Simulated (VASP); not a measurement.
# KCl (Pm-3m) in VASP: further runs

KCl is run at these levels: PBE; tasks: electric field gradients.

All numbers are computed with VASP 6.6.1; they aren't measurements. Logs are shortened: lines on timing, memory, paths and dates and some standing lists are left out, and cuts for length are marked.

## Step 1: The cell of the first run

The structure is cubic, space group Pm-3m (No. 221). Conventional cell: a = 3.610 Å, b = 3.610 Å, c = 3.610 Å, α = 90.00°, β = 90.00°, γ = 90.00°. Within 4.1 Å of K (site symmetry m-3m) lie 8 Cl at 3.13 Å and 6 K at 3.61 Å. Within 4.1 Å of Cl (site symmetry m-3m) lie 8 K at 3.13 Å and 6 Cl at 3.61 Å.

## Step 2: Electric field gradients, PBE (volume scaled by 0.98)

File INCAR:

```
ALGO = Normal
EDIFF = 1E-8
ENCUT = 520
GGA = PE
ISIF = 2
ISMEAR = -1
LASPH = T
LCHARG = F
LEFG = T
LREAL = F
LWAVE = F
NBANDS = 15
NELM = 60
PREC = Accurate
SIGMA = 0.02
```

File KPOINTS:

```
k-points
0
Gamma
  7 7 7
```

File POSCAR:

```
KCl
1.0
    3.6096100034      0.0000000000      0.0000000000
    0.0000000000      3.6096100034      0.0000000000
    0.0000000000      0.0000000000      3.6096100034
K Cl
1 1
Direct
    0.0000000000      0.0000000000      0.0000000000
    0.5000000000      0.5000000000      0.5000000000
```

Potentials or basis: VASP PAW PBE potentials, release 64 (K_sv, Cl).

Run with:

```console
cat potpaw_PBE.64/K_sv/POTCAR potpaw_PBE.64/Cl/POTCAR > POTCAR
mpirun -np 1 vasp_std > vasp.out
```

OUTCAR:

```text
EDIFF = 1E-8
   ENCUT = 520
   GGA = PE
   ISIF = 2
   ISMEAR = -1
   LASPH = T
   LREAL = F
   NELM = 60
   PREC = Accurate

 ion  position               nearest neighbor table
   1  0.000  0.000  0.000-   2 3.13   2 3.13   2 3.13   2 3.13   2 3.13   2 3.13   2 3.13   2 3.13

   2  0.500  0.500  0.500-   1 3.13   1 3.13   1 3.13   1 3.13   1 3.13   1 3.13   1 3.13   1 3.13

  LATTYP: Found a simple cubic cell.
 ALAT       =     3.6096100034

  Lattice vectors:

 A1 = (   3.6096100034,   0.0000000000,   0.0000000000)
 A2 = (   0.0000000000,   3.6096100034,   0.0000000000)
 A3 = (   0.0000000000,   0.0000000000,   3.6096100034)

Analysis of symmetry for initial positions (statically):
=====================================================================
 Subroutine PRICEL returns:
 Original cell was already a primitive cell.

 Routine SETGRP: Setting up the symmetry group for a
 simple cubic supercell.

 Subroutine GETGRP returns: Found 48 space group operations
 (whereof 48 operations were pure point group operations)
 out of a pool of 48 trial point group operations.

The static configuration has the point symmetry O_h .

Analysis of symmetry for dynamics (positions and initial velocities):
=====================================================================
 Subroutine PRICEL returns:
 Original cell was already a primitive cell.

 Routine SETGRP: Setting up the symmetry group for a
 simple cubic supercell.

 Subroutine GETGRP returns: Found 48 space group operations
 (whereof 48 operations were pure point group operations)
 out of a pool of 48 trial point group operations.

The dynamic configuration has the point symmetry O_h .

 Subroutine INISYM returns: Found 48 space group operations
 (whereof 48 operations are pure point group operations),
 and found     1 'primitive' translations

----------------------------------------------------------------------------------------

                                     Primitive cell

  volume of cell :      47.0306

  direct lattice vectors                    reciprocal lattice vectors
     3.609610003  0.000000000  0.000000000     0.277038239  0.000000000  0.000000000
     0.000000000  3.609610003  0.000000000     0.000000000  0.277038239  0.000000000
     0.000000000  0.000000000  3.609610003     0.000000000  0.000000000  0.277038239

  length of vectors
     3.609610003  3.609610003  3.609610003     0.277038239  0.277038239  0.277038239

  position of ions in fractional coordinates (direct lattice)
     0.000000000  0.000000000  0.000000000
     0.500000000  0.500000000  0.500000000

  ion indices of the primitive-cell ions
   primitive index   ion index
                 1           1
                 2           2

----------------------------------------------------------------------------------------

 KPOINTS: k-points

Automatic generation of k-mesh.
 Grid dimensions read from file:
 generate k-points for:    7    7    7

 Generating k-lattice:

  Cartesian coordinates                     Fractional coordinates (reciprocal lattice)
     0.039576891  0.000000000  0.000000000     0.142857143  0.000000000  0.000000000
     0.000000000  0.039576891  0.000000000     0.000000000  0.142857143  0.000000000
     0.000000000  0.000000000  0.039576891     0.000000000  0.000000000  0.142857143

  Length of vectors
     0.039576891  0.039576891  0.039576891

  Shift w.r.t. Gamma in fractional coordinates (k-lattice)
     0.000000000  0.000000000  0.000000000

 Subroutine IBZKPT returns following result:
 ===========================================

 Found     20 irreducible k-points:

 Following reciprocal coordinates:
            Coordinates               Weight
  0.000000  0.000000  0.000000      1.000000
  0.142857  0.000000  0.000000      6.000000
  0.285714  0.000000  0.000000      6.000000
  0.428571  0.000000  0.000000      6.000000
  0.142857  0.142857  0.000000     12.000000
  0.285714  0.142857  0.000000     24.000000
[... 12 lines left out ...]
  0.428571  0.428571  0.285714     24.000000
  0.428571  0.428571  0.428571      8.000000
   k-points           NKPTS =     20   k-points in BZ     NKDIM =     20   number of bands    NBANDS=     15
   number of dos      NEDOS =    301   number of ions     NIONS =      2
   total plane-waves  NPLWV =  21952
   dimension x,y,z NGX =    28 NGY =   28 NGZ =   28
   dimension x,y,z NGXF=    56 NGYF=   56 NGZF=   56
   ions per type =               1   1
   NGX,Y,Z   is equivalent  to a cutoff of  12.90, 12.90, 12.90 a.u.
   NGXF,Y,Z  is equivalent  to a cutoff of  25.79, 25.79, 25.79 a.u.
 SYSTEM =  unknown system
   PREC   = accura    normal or accurate (medium, high low for compatibility)
   ISTART =      0    job   : 0-new  1-cont  2-samecut
   ICHARG =      2    charge: 1-file 2-atom 10-const
   ISPIN  =      1    spin polarized calculation?
   LNONCOLLINEAR =      F non collinear calculations
   LSORBIT =      F    spin-orbit coupling
   LASPH  =      T    aspherical Exc in radial PAW
   ENCUT  =  520.0 eV  38.22 Ry    6.18 a.u.   6.71  6.71  6.71*2*pi/ulx,y,z
   NELM   =     60;   NELMIN=  2; NELMDL= -5     # of ELM steps
   EDIFF  = 0.1E-07   stopping-criterion for ELM
   LREAL  =      F    real-space projection
   EDIFFG = 0.1E-06   stopping-criterion for IOM
   NSW    =      0    number of steps for IOM
   IBRION =     -1    ionic relax: 0-MD 1-quasi-New 2-CG
   NFREE  =      0    steps in history (QN), initial steepest desc. (CG)
   ISIF   =      2    stress and relaxation
   ISYM   =      2    0-nonsym 1-usesym 2-fastsym
   POTIM  = 0.5000    time-step for ionic-motion
   TEBEG  =    0.0;   TEEND  =   0.0 temperature during run
   PSTRESS=    0.0 pullay stress
   NELECT =      16.0000    total number of electrons
   NUPDOWN=      -1.0000    fix difference up-down
   EMIN   =  10.00;   EMAX   =-10.00  energy-range for DOS
   EFERMI =   0.00;   METHOD = LEGACY
   ISMEAR =    -1;   SIGMA  =   0.02  broadening in eV -4-tet -1-fermi 0-gaus
   EFERMI_NEDOS =   21; number of points for ismear=-14 and -15
   IALGO  =     38    algorithm
   IMIX   =      4    mixing-type and parameters
     AMIX     =   0.40;   BMIX     =  1.00
     AMIX_MAG =   1.60;   BMIX_MAG =  1.00
  volume/ion in A,a.u.               =      23.52       158.69
  Fermi-wavevector in a.u.,A,eV,Ry     =   1.142846  2.159667 17.770542  1.306098
  Thomas-Fermi vector in A             =   2.279543
   LORBIT       =      0    0 simple, 1 ext, 2 COOP (PROOUT), +10 PAW based schemes
   GGA     = PE    functional components
[... 5 lines left out ...]
 non-spin polarized calculation
  energy-cutoff  :      520.00
  volume of cell :       47.03
 maximum number of plane-waves:      1309
 NGX is ok and might be reduce to    28
   NGX = 13   NGY = 13   NGZ = 13

 number of electron      16.0000006 magnetization

 Free energy of the ion-electron system (eV)
  ---------------------------------------------------
  ext. energy  EPLUGINS =         0.00000000
  ---------------------------------------------------
  free energy    TOTEN  =        -6.52020110 eV

  energy without entropy =       -6.52020110  energy(sigma->0) =       -6.52020110

 E-fermi :   0.5777     XC(G=0):  -8.9029

 val. band max:        0.1605994542   @ k =   0.4286   0.4286   0.0000
 cond. band min:       5.8845205582   @ k =   0.0000   0.0000   0.0000
 fundamental gap:      5.7239211041
 Fermi energy:         0.5776931981

 k-point     1 :       0.0000    0.0000    0.0000
  band No.  band energies     occupation
      1     -27.6021      2.00000
      2     -12.7727      2.00000
      3     -10.9414      2.00000
      4     -10.9414      2.00000
      5     -10.9414      2.00000
      6      -0.0418      2.00000
      7      -0.0418      2.00000
      8      -0.0418      2.00000
      9       5.8845      0.00000
     10       6.5273      0.00000
     11       6.5273      0.00000
     12      11.3032      0.00000
     13      11.3032      0.00000
     14      11.3032      0.00000
     15      14.5267      0.00000

 k-point     2 :       0.1429    0.0000    0.0000
  band No.  band energies     occupation
      1     -27.5942      2.00000
      2     -12.8181      2.00000
      3     -10.9301      2.00000
      4     -10.9301      2.00000
      5     -10.9090      2.00000
      6      -0.5339      2.00000
      7      -0.0549      2.00000
      8      -0.0549      2.00000
      9       6.4046      0.00000
     10       6.7210      0.00000
     11       7.1040      0.00000
     12      11.2349      0.00000
     13      11.2349      0.00000
     14      11.4238      0.00000
     15      13.6408      0.00000

 k-point     3 :       0.2857    0.0000    0.0000
  band No.  band energies     occupation
      1     -27.5764      2.00000
      2     -12.9248      2.00000
      3     -10.9046      2.00000
      4     -10.9046      2.00000
      5     -10.8221      2.00000
      6      -1.4257      2.00000
      7      -0.0860      2.00000
      8      -0.0860      2.00000
      9       7.2743      0.00000
     10       7.5080      0.00000
     11       8.4278      0.00000
     12      11.1865      0.00000
     13      11.1865      0.00000
     14      11.7332      0.00000
     15      11.9919      0.00000
[... 271 lines left out ...]
 k-point    19 :       0.4286    0.4286    0.2857
  band No.  band energies     occupation
      1     -27.5044      2.00000
      2     -12.2862      2.00000
      3     -11.2506      2.00000
      4     -11.2121      2.00000
      5     -11.0846      2.00000
      6      -1.4387      2.00000
      7      -1.4321      2.00000
      8      -0.9826      2.00000
      9       8.1255      0.00000
     10       9.1421      0.00000
     11       9.3065      0.00000
     12      10.0162      0.00000
     13      11.4540      0.00000
     14      11.4878      0.00000
     15      13.5971      0.00000

 k-point    20 :       0.4286    0.4286    0.4286
  band No.  band energies     occupation
      1     -27.4924      2.00000
      2     -12.1779      2.00000
      3     -11.2139      2.00000
      4     -11.2126      2.00000
      5     -11.2126      2.00000
      6      -1.5376      2.00000
      7      -1.5376      2.00000
      8      -1.4651      2.00000
      9       9.0697      0.00000
     10       9.4410      0.00000
     11       9.4410      0.00000
     12      10.9565      0.00000
     13      10.9730      0.00000
     14      10.9730      0.00000
     15      13.4874      0.00000

------------------------ aborting loop because EDIFF is reached ----------------------------------------

  FORCE on cell =-STRESS in cart. coord.  units (eV):
  Direction    XX          YY          ZZ          XY          YZ          ZX
  --------------------------------------------------------------------------------------
  -------------------------------------------------------------------------------------
  Total        1.5691790      1.5691790      1.5691790      0.0000000     -0.0000000      0.0000000
  in kB       53.4567106     53.4567106     53.4567106      0.0000000     -0.0000000      0.0000000
  external PRESSURE =      53.4567106 kB  Pullay stress =       0.0000000 kB

 VOLUME and BASIS-vectors are now :
 -----------------------------------------------------------------------------
  energy-cutoff  :      520.00
  volume of cell :       47.03
      direct lattice vectors                 reciprocal lattice vectors
     3.609610003  0.000000000  0.000000000     0.277038239  0.000000000  0.000000000
     0.000000000  3.609610003  0.000000000     0.000000000  0.277038239  0.000000000
     0.000000000  0.000000000  3.609610003     0.000000000  0.000000000  0.277038239

 POSITION                                       TOTAL-FORCE (eV/Angst)
 -----------------------------------------------------------------------------------
      0.00000      0.00000      0.00000         0.000000      0.000000      0.000000
      1.80481      1.80481      1.80481         0.000000      0.000000      0.000000
 -----------------------------------------------------------------------------------
    total drift:                               -0.000000      0.000000      0.000000

  FREE ENERGIE OF THE ION-ELECTRON SYSTEM (eV)
  ---------------------------------------------------
  free  energy   TOTEN  =        -6.5202011045 eV

  energy  without entropy=       -6.5202011044  energy(sigma->0) =       -6.52020110

 Electric field gradients (V/A^2)
---------------------------------------------------------------------
 ion       V_xx      V_yy      V_zz      V_xy      V_xz      V_yz
---------------------------------------------------------------------
   1       0.000     0.000    -0.000    -0.000    -0.000    -0.000
   2       0.000    -0.000     0.000     0.000     0.000    -0.000
---------------------------------------------------------------------

 Electric field gradients after diagonalization (V/A^2)
 (convention: |V_zz| > |V_xx| > |V_yy|)
----------------------------------------------------------------------
 ion       V_xx      V_yy      V_zz     asymmetry (V_yy - V_xx)/ V_zz
----------------------------------------------------------------------
   1       0.000     0.000    -0.000       0.059
   2       0.000    -0.000     0.000      -0.142
----------------------------------------------------------------------

           NMR quadrupolar parameters

 Cq : quadrupolar parameter    Cq=e*Q*V_zz/h
 eta: asymmetry parameters     (V_yy - V_xx)/ V_zz
 Q  : nuclear electric quadrupole moment in mb (millibarn)
----------------------------------------------------------------------
 ion       Cq(MHz)       eta       Q (mb)
----------------------------------------------------------------------
   1      -0.000       0.059       1.000
   2       0.000      -0.142       1.000
----------------------------------------------------------------------
```

It took 32 s on 1 thread of Intel Xeon 8259CL, shared host; peak memory 0.16 GiB.

What came out:

| Property | Result |
| --- | --- |
| Free energy | -6.5202 eV |
| Pressure | 5.3 GPa |
| Band gap on the k mesh | 5.72 eV, indirect (least direct gap 5.93 eV) |

Caveat: without QUAD_EFG the Cq values of the log hold for a quadrupole moment of 1 mb, not for the nuclei. A k mesh can miss the band edges.

(Part 1 of 2 ends here.)
